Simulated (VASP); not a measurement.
Set up this calculation in VASP 6.6.1, as the native input.

```
Task                   : relaxation of cell and atoms
Functional             : LDA
Potentials or basis    : VASP PAW LDA potentials, release 64 (Ga_d)
Cutoff                 : 600 eV
k mesh                 : 10 × 10 × 10
Occupations            : fermi-dirac, width 0.05 eV
Spin                   : no spin polarisation
Dipole correction      : no
Further INCAR settings : ALGO = Fast; EDIFF = 1e-07; IBRION = 2; EDIFFG = -0.01; NSW = 60; ISIF = 3
```

The structure of Ga lies in POSCAR:

```
Ga
1.0
    2.7164800000      0.0000000000      0.0000000000
    0.0000000000      2.7164800000      0.0000000000
    0.0000000000      0.0000000000      2.7164800000
Ga
1
Direct
    0.0000000000      0.0000000000      0.0000000000
```

These files were run (other wordings do the same):

INCAR

```
SYSTEM = Ga
ALGO = Fast ; EDIFF = 1E-7
EDIFFG = -0.01 ; ENCUT = 600
IBRION = 2 ; ISIF = 3
ISMEAR = -1 ; LASPH = .TRUE.
LCHARG = .FALSE. ; LREAL = .FALSE.
LWAVE = .FALSE. ; NELM = 80
NSW = 60 ; PREC = Accurate
SIGMA = 0.05
```

KPOINTS

```
k-points
0
G
  10 10 10
  0 0 0
```

Potentials or basis: VASP PAW LDA potentials, release 64 (Ga_d).

Command:

```console
$ cat potpaw_LDA.64/Ga_d/POTCAR > POTCAR
$ mpirun -np 1 vasp_std > vasp.out
```

It gave:

```json
{
  "Relaxed volume": "18.07 Å³/atom",
  "Relaxed cell": "a = 2.624 Å, b = 2.624 Å, c = 2.624 Å, α = 90.00°, β = 90.00°, γ = 90.00°",
  "Space group after relaxing (to 0.05 Å)": "Pm-3m (No. 221)",
  "Energy gained by relaxing": "34.0 meV/atom",
  "Ionic steps": "3",
  "Pressure after relaxing": "0.0 GPa"
}
```

It took 9.1 s on 1 thread of Intel(R) Xeon(R) 6975P-C (Granite Rapids), on a shared host, peak memory 0.13 GiB.
